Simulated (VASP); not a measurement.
# MgS (Fm-3m) in VASP: further runs

Runs on MgS. Level: LDA. Tasks: vibrations by perturbation theory.

Program: VASP 6.6.1. These are calculated values, not measurements. Logs are shortened: lines on timing, memory, paths and dates and some standing lists are left out, and cuts for length are marked.

**1. The cell of the first run**

The structure is cubic, space group Fm-3m (No. 225). The conventional cell has a = 5.128 Å, b = 5.128 Å, c = 5.128 Å, α = 90.00°, β = 90.00°, γ = 90.00°. Mg (site symmetry m-3m) has 6 S at 2.56 Å within 3.4 Å. S (site symmetry m-3m) has 6 Mg at 2.56 Å within 3.4 Å.

**2. Vibrations by perturbation theory, LDA**

Contents of INCAR:

```
PREC     = Accurate       # precision mode
ENCUT    = 520            # plane-wave cutoff, eV
EDIFF    = 1E-8           # SCF threshold, eV
ISMEAR   = 0              # smearing method
SIGMA    = 0.01           # smearing width, eV
LREAL    = F              # projectors in reciprocal space
LASPH    = T              # aspherical terms in the spheres
NELM     = 60             # most SCF steps
ALGO     = Normal         # electronic algorithm
ISIF     = 2              # what is computed and relaxed
LWAVE    = F              # write WAVECAR
LCHARG   = F              # write CHGCAR
GGA      = CA             # functional
IBRION   = 8              # ionic algorithm
NSW      = 1              # ionic steps
```

Contents of KPOINTS:

```
Automatic mesh
0
Gamma
  8 8 8
```

Contents of POSCAR:

```
MgS
1.0
    2.5641824302      2.5641824302      0.0000000000
   -2.5641824302      2.5641824302      0.0000000000
    0.0000000000      2.5641824302      2.5641824302
Mg S
1 1
Direct
    0.0000000000      0.0000000000      0.0000000000
    0.5000000000      0.5000000000      0.0000000000
```

Potentials or basis: VASP PAW LDA potentials, release 64 (Mg, S).

Started as:

```sh
$ cat potpaw_LDA.64/Mg/POTCAR potpaw_LDA.64/S/POTCAR > POTCAR
$ mpirun -np 1 vasp_std > vasp.out
```

OUTCAR:

```text
PREC = Accurate
   ENCUT = 520
   EDIFF = 1E-8
   ISMEAR = 0
   LREAL = F
   LASPH = T
   NELM = 60
   ISIF = 2
   GGA = CA
   IBRION = 8
   NSW = 1

 ion  position               nearest neighbor table
   1  0.000  0.000  0.000-   2 2.56   2 2.56   2 2.56   2 2.56   2 2.56   2 2.56
   2  0.500  0.500  0.000-   1 2.56   1 2.56   1 2.56   1 2.56   1 2.56   1 2.56

  LATTYP: Found a face centered cubic cell.
 ALAT       =     5.1283648604

  Lattice vectors:

 A1 = (   0.0000000000,   2.5641824302,   2.5641824302)
 A2 = (   2.5641824302,   0.0000000000,   2.5641824302)
 A3 = (   2.5641824302,   2.5641824302,   0.0000000000)

Analysis of symmetry for initial positions (statically):
=====================================================================
 Subroutine PRICEL returns:
 Original cell was already a primitive cell.

 Routine SETGRP: Setting up the symmetry group for a
 face centered cubic supercell.

 Subroutine GETGRP returns: Found 48 space group operations
 (whereof 48 operations were pure point group operations)
 out of a pool of 48 trial point group operations.

The static configuration has the point symmetry O_h .

Analysis of symmetry for dynamics (positions and initial velocities):
=====================================================================
 Subroutine PRICEL returns:
 Original cell was already a primitive cell.

 Routine SETGRP: Setting up the symmetry group for a
 face centered cubic supercell.

 Subroutine GETGRP returns: Found 48 space group operations
 (whereof 48 operations were pure point group operations)
 out of a pool of 48 trial point group operations.

The dynamic configuration has the point symmetry O_h .

 Subroutine INISYM returns: Found 48 space group operations
 (whereof 48 operations are pure point group operations),
 and found     1 'primitive' translations

----------------------------------------------------------------------------------------

                                     Primitive cell

[... 422 lines left out ...]

 VOLUME and BASIS-vectors are now :
 -----------------------------------------------------------------------------
  energy-cutoff  :      520.00
  volume of cell :       33.72
      direct lattice vectors                 reciprocal lattice vectors
     2.564182430  2.564182430  0.000000000     0.194993926  0.194993926 -0.194993926
    -2.564182430  2.564182430  0.000000000    -0.194993926  0.194993926 -0.194993926
     0.000000000  2.564182430  2.564182430     0.000000000  0.000000000  0.389987853

 POSITION                                       TOTAL-FORCE (eV/Angst)
 -----------------------------------------------------------------------------------
      0.00000      0.00000      0.00000        -0.000000      0.000000      0.000000
      0.00000      2.56418      0.00000         0.000000     -0.000000      0.000000
 -----------------------------------------------------------------------------------
    total drift:                               -0.000000      0.000000     -0.000000

  FREE ENERGIE OF THE ION-ELECTRON SYSTEM (eV)
  ---------------------------------------------------
  free  energy   TOTEN  =        -9.5921000046 eV

  energy  without entropy=       -9.5921000046  energy(sigma->0) =       -9.59210000

[... ionic steps 2 to 3 ...]

--------------------------------------- Ionic step        4  -------------------------------------------

------------------------ aborting loop because EDIFF is reached ----------------------------------------

[... ionic steps 5 to 6 ...]

--------------------------------------- Ionic step        7  -------------------------------------------

 Free energy of the ion-electron system (eV)
  ---------------------------------------------------
  ---------------------------------------------------
  free energy    TOTEN  =        -0.10516996 eV

  energy without entropy =       -0.10516996

------------------------ aborting loop because EDIFF is reached ----------------------------------------

 INTERNAL STRAIN TENSOR  FOR ION    2  DIRECTION 1   (eV/Angst):
 -----------------------------------------------------------------------------
     0.01808 -0.00000 -0.00000
     0.00000 -0.01703 -0.00000
     0.00000 -0.00000 -0.01703

 INTERNAL STRAIN TENSOR FOR ION    2 for displacements in x,y,z  (eV/Angst):
          X           Y           Z          XY          YZ          ZX
  --------------------------------------------------------------------------------
  x     0.00000     0.00000     0.00000     0.00000     0.00000     0.00000
  y     0.00000     0.00000     0.00000     0.00000     0.00000     0.00000
  z     0.00000     0.00000     0.00000     0.00000     0.00000     0.00000

 SECOND DERIVATIVES (NOT SYMMETRIZED)
 ------------------------------------
               1X          1Y          1Z          2X          2Y          2Z
  1X    -3.240877    0.000000   -0.000000    3.240877   -0.000000    0.000000
  1Y    -0.000000   -3.240877    0.000000    0.000000    3.240877   -0.000000
  1Z    -0.000000   -0.000000   -3.240877    0.000000    0.000000    3.240877
  2X     3.236227   -0.000000    0.000000   -3.236227    0.000000   -0.000000
  2Y     0.000000    3.236227   -0.000000   -0.000000   -3.236227    0.000000
  2Z     0.000000    0.000000    3.236227   -0.000000   -0.000000   -3.236227

 Eigenvectors and eigenvalues of the dynamical matrix
 ----------------------------------------------------

   1 f  =    7.566679 THz    47.542849 2PiTHz  252.397256 cm-1    31.293257 meV
             X         Y         Z           dx          dy          dz
      0.000000  0.000000  0.000000    -0.000408   -0.754447    0.000000
      0.000000  2.564182  0.000000     0.000355    0.656361    0.000000
[... 21 lines left out ...]
   6 f/i=    0.002690 THz     0.016901 2PiTHz    0.089727 cm-1     0.011125 meV
             X         Y         Z           dx          dy          dz
      0.000000  0.000000  0.000000     0.464117   -0.464117    0.000000
      0.000000  2.564182  0.000000     0.533475   -0.533475    0.000000

--------------------------------------------------------------------------------------------------------

 ELASTIC MODULI CONTR FROM IONIC RELAXATION (kBar)
 Direction    XX          YY          ZZ          XY          YZ          ZX
 --------------------------------------------------------------------------------
 XX           0.0000      0.0000      0.0000      0.0000      0.0000      0.0000
 YY           0.0000      0.0000      0.0000      0.0000      0.0000      0.0000
 ZZ           0.0000      0.0000      0.0000      0.0000      0.0000      0.0000
 XY           0.0000      0.0000      0.0000      0.0000      0.0000      0.0000
 YZ           0.0000      0.0000      0.0000      0.0000      0.0000      0.0000
 ZX           0.0000      0.0000      0.0000      0.0000      0.0000      0.0000
 --------------------------------------------------------------------------------
```

stdout:

```text
POSCAR found type information on POSCAR MgS
 POSCAR found :  2 types and       2 ions
 scaLAPACK will be used
 LDA part: xc-table for (Slater(with rela. corr.)+CA(PZ))
 , standard interpolation
 POSCAR, INCAR and KPOINTS ok, starting setup
 FFT: planning ... GRIDC
 FFT: planning ... GRID_SOFT
 FFT: planning ... GRID
 WAVECAR not read
 entering main loop
 Linear response reoptimize wavefunctions to high precision
 Linear response DOF=           2
 Linear response progress:
 first order change of Fermi-energy  -0.30321E-04
 force on displaced ion       1 direction 1 :  -3.241  -0.000  -0.000
 Linear response progress:
 first order change of Fermi-energy  -0.80671E-03
 force on displaced ion       2 direction 1 :  -3.236  -0.000   0.000
 Linear response finished
```

It took 63 s on 1 thread of Intel Xeon Platinum 8175M at 2.50GHz (Skylake/Cascade Lake), shared host; peak memory 0.18 GiB.

What came out:

```
Highest phonon frequency at Γ, LO-TO splitting left out : 252 cm⁻¹
```

Phonon frequencies in cm⁻¹ (negative: imaginary):
| q point | frequencies |
| --- | --- |
| (0.000, 0.000, 0.000) | 0 0 0 252 252 252 |

**3. Vibrations by perturbation theory, LDA**

This run uses another cell than the first one, of 17.30 Å³/atom, 1.026 times its volume.

INCAR, as its differences from that of step 2:

```diff
@@ -7,3 +7,3 @@
 LASPH    = T              # aspherical terms in the spheres
-NELM     = 60             # most SCF steps
+NELM     = 80             # most SCF steps
 ALGO     = Normal         # electronic algorithm
@@ -12,3 +12,2 @@
 LCHARG   = F              # write CHGCAR
-GGA      = CA             # functional
 IBRION   = 8              # ionic algorithm
```

KPOINTS is that of step 2.

Contents of POSCAR:

```
MgS
1.0
    2.5860869286      2.5860869286      0.0000000000
   -2.5860869286      2.5860869286      0.0000000000
    0.0000000000      2.5860869286      2.5860869286
Mg S
1 1
Direct
    0.0000000000      0.0000000000      0.0000000000
    0.5000000000      0.5000000000      0.0000000000
```

Potentials or basis: VASP PAW LDA potentials, release 64 (Mg, S).

Started as:

```sh
$ cat potpaw_LDA.64/Mg/POTCAR potpaw_LDA.64/S/POTCAR > POTCAR
$ mpirun -np 1 vasp_std > vasp.out
```

OUTCAR:

```text
PREC = Accurate
   ENCUT = 520
   EDIFF = 1E-8
   ISMEAR = 0
   LREAL = F
   LASPH = T
   NELM = 80
   ISIF = 2
   IBRION = 8
   NSW = 1

 ion  position               nearest neighbor table
   1  0.000  0.000  0.000-   2 2.59   2 2.59   2 2.59   2 2.59   2 2.59   2 2.59
   2  0.500  0.500  0.000-   1 2.59   1 2.59   1 2.59   1 2.59   1 2.59   1 2.59

  LATTYP: Found a face centered cubic cell.
 ALAT       =     5.1721738572

  Lattice vectors:

 A1 = (   0.0000000000,   2.5860869286,   2.5860869286)
 A2 = (   2.5860869286,   0.0000000000,   2.5860869286)
 A3 = (   2.5860869286,   2.5860869286,   0.0000000000)

Analysis of symmetry for initial positions (statically):
=====================================================================
 Subroutine PRICEL returns:
 Original cell was already a primitive cell.

 Routine SETGRP: Setting up the symmetry group for a
 face centered cubic supercell.

 Subroutine GETGRP returns: Found 48 space group operations
 (whereof 48 operations were pure point group operations)
[... 491 lines left out ...]
 -----------------------------------------------------------------------------
     0.01744 -0.00000  0.00000
    -0.00000 -0.01675 -0.00000
    -0.00000 -0.00000 -0.01675

 INTERNAL STRAIN TENSOR FOR ION    2 for displacements in x,y,z  (eV/Angst):
          X           Y           Z          XY          YZ          ZX
  --------------------------------------------------------------------------------
  x     0.00000     0.00000     0.00000     0.00000     0.00000     0.00000
  y     0.00000     0.00000     0.00000     0.00000     0.00000     0.00000
  z     0.00000     0.00000     0.00000     0.00000     0.00000     0.00000

 SECOND DERIVATIVES (NOT SYMMETRIZED)
 ------------------------------------
               1X          1Y          1Z          2X          2Y          2Z
  1X    -2.794581    0.000000   -0.000000    2.794581   -0.000000    0.000000
  1Y    -0.000000   -2.794581    0.000000    0.000000    2.794581   -0.000000
  1Z     0.000000    0.000000   -2.794581   -0.000000   -0.000000    2.794581
  2X     2.792556    0.000000   -0.000000   -2.792556   -0.000000    0.000000
  2Y    -0.000000    2.792556    0.000000    0.000000   -2.792556   -0.000000
  2Z    -0.000000   -0.000000    2.792556    0.000000    0.000000   -2.792556

 Eigenvectors and eigenvalues of the dynamical matrix
 ----------------------------------------------------

   1 f  =    7.027469 THz    44.154887 2PiTHz  234.411119 cm-1    29.063262 meV
             X         Y         Z           dx          dy          dz
      0.000000  0.000000  0.000000     0.754332    0.000000   -0.000000
      0.000000  2.586087  0.000000    -0.656493   -0.000000    0.000000
[... 21 lines left out ...]
   6 f/i=    0.001261 THz     0.007925 2PiTHz    0.042072 cm-1     0.005216 meV
             X         Y         Z           dx          dy          dz
      0.000000  0.000000  0.000000    -0.656493   -0.000000    0.000000
      0.000000  2.586087  0.000000    -0.754332    0.000000    0.000000

--------------------------------------------------------------------------------------------------------

 ELASTIC MODULI CONTR FROM IONIC RELAXATION (kBar)
 Direction    XX          YY          ZZ          XY          YZ          ZX
 --------------------------------------------------------------------------------
 XX           0.0000      0.0000      0.0000      0.0000      0.0000      0.0000
 YY           0.0000      0.0000      0.0000      0.0000      0.0000      0.0000
 ZZ           0.0000      0.0000      0.0000      0.0000      0.0000      0.0000
 XY           0.0000      0.0000      0.0000      0.0000      0.0000      0.0000
 YZ           0.0000      0.0000      0.0000      0.0000      0.0000      0.0000
 ZX           0.0000      0.0000      0.0000      0.0000      0.0000      0.0000
 --------------------------------------------------------------------------------
```

OSZICAR:

```text
N       E                     dE             d eps       ncg     rms          rms(c)
DAV:   1     0.237375827414E+02    0.23738E+02   -0.37216E+03   464   0.820E+02
DAV:   2    -0.900872853656E+01   -0.32746E+02   -0.31999E+02   640   0.108E+02
DAV:   3    -0.100113882448E+02   -0.10027E+01   -0.10027E+01   552   0.262E+01
[... 35 lines left out ...]
RMM:   8    -0.105253784421E+00    0.57740E-05   -0.17423E-08  1514   0.878E-04    0.748E-04
RMM:   9    -0.105252738997E+00    0.10454E-05    0.78682E-09  1617   0.178E-04    0.197E-04
RMM:  10    -0.105252763290E+00   -0.24293E-07   -0.13923E-07  1701   0.422E-05    0.196E-05
RMM:  11    -0.105252683448E+00    0.79841E-07   -0.38780E-08  1560   0.225E-05    0.133E-05
RMM:  12    -0.105252669800E+00    0.13649E-07   -0.20763E-08  1620   0.163E-05    0.785E-07
RMM:  13    -0.105252673921E+00   -0.41218E-08   -0.60508E-08  1046   0.134E-05    0.114E-07
 Linear response finished
```

Run time: 65 s. Hardware: 1 thread of Intel Xeon Platinum 8175M at 2.50GHz (Skylake/Cascade Lake), shared host; peak memory 0.19 GiB.

Results:

* Highest phonon frequency at Γ, LO-TO splitting left out: 234 cm⁻¹

Phonon frequencies in cm⁻¹ (negative: imaginary):
```csv
q point,frequencies
"(0.000, 0.000, 0.000)",0 0 0 234 234 234
```

Caveat: the cell wasn't relaxed at this level first, which shifts response properties.

(Continued in part 2 of 2.)
